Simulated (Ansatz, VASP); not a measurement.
**HfB2: VASP beside Ansatz**

```xyz
3
Lattice="3.0772 0.0000 0.0000 -1.5386 2.6649 0.0000 0.0000 0.0000 3.4800" Properties=species:S:1:pos:R:3 pbc="T T T"
Hf    0.0000    0.0000    0.0000
B     0.0000    1.7766    1.7400
B     1.5386    0.8883    1.7400
```

Change from the starting cell: equal xx and yy strain of -2 %.

Alike in both runs: task single point; functional PBEsol; k mesh 15 × 15 × 12; occupations fermi-dirac, width 0.03 eV; no spin polarisation.

|  | VASP | Ansatz |
| --- | --- | --- |
| version | VASP 6.6.1 | Ansatz 0.2.0 |
| potentials or method | VASP PAW PBE potentials, release 64 (Hf_pv, B), cutoff 520 eV | all-electron LAPW, scalar-relativistic |

Ansatz gave:

| Quantity | Value |
| --- | --- |
| pressure (GPa) | 6.9 |
| traceless stress, the component that is largest in VASP (GPa) | -7.02 |

Task: Which values does VASP return?

Result: Pressure (GPa): 6.8; traceless stress, the component that is largest in VASP (GPa): -6.83.

VASP's potentials were made for PBE, not for PBEsol. Ansatz ran all-electron here, and VASP with PAW potentials.

Spin-orbit coupling is off throughout.
